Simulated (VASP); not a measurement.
Here is a VASP 6.6.1 calculation.

File INCAR:

```
SYSTEM = HCl
PREC = Accurate
ENCUT = 520
EDIFF = 1E-6
ISMEAR = -1
SIGMA = 0.02
LREAL = Auto
LASPH = .TRUE.
NELM = 100
ALGO = Normal
ISIF = 2
LWAVE = .FALSE.
LCHARG = .FALSE.
GGA = PE
IVDW = 12
NBANDS = 56
```

The input KPOINTS:

```
regular mesh
0
G
  1 1 1
  0 0 0
```

File POSCAR:

```
HCl
1.0
    7.9895700000      0.0000000000      0.0000000000
    0.0000000000      7.9895700000      0.0000000000
    0.0000000000      0.0000000000      7.9895700000
Cl H
10 10
Direct
    0.4290719025      0.1804102098      0.3442738470
    0.5214798794      0.7826203413      0.5433709198
    0.5735727955      0.4526901948      0.9489121442
    0.0956622196      0.9447817592      0.4618020745
    0.0613800242      0.5432582730      0.6970587904
    0.8230230163      0.8148498605      0.0428433570
    0.9133658007      0.2692009708      0.2507644341
    0.3113809629      0.8086417667      0.0533069990
    0.1722620867      0.1836018709      0.9026017671
    0.7876769338      0.1544263333      0.6801492446
    0.5835858501      0.1539006480      0.2995405260
    0.4354927737      0.9162070049      0.4946949586
    0.6244265962      0.3385413733      0.8558658351
    0.0072469482      0.9156062216      0.3341606620
    0.0029663674      0.6646540427      0.6051514662
    0.7910563397      0.6480073396      0.0253956095
    1.0122822630      0.2555832166      0.1237112886
    0.2749835098      0.8590199473      0.1986089364
    0.1966188418      0.0056073105      0.9458206136
    0.9360453692      0.1135855872      0.7393013642
```

Potentials or basis: VASP PAW PBE potentials, release 64 (Cl, H).

Launch:

```console
$ cat potpaw_PBE.64/Cl/POTCAR potpaw_PBE.64/H/POTCAR > POTCAR
$ mpirun -np 1 vasp_gam > vasp.out
```

What does it give for the largest force?

2.303 eV/Å.

Predict the pressure.

-0.2 GPa.

Predict the dispersion energy per atom.

-0.062 eV.

Stress tensor (GPa, compression positive):
```
 0.12  0.02 -0.31
 0.02 -1.47  0.62
-0.31  0.62  0.62
```

Caveat: the k points lie up to 0.79 Å⁻¹ apart.
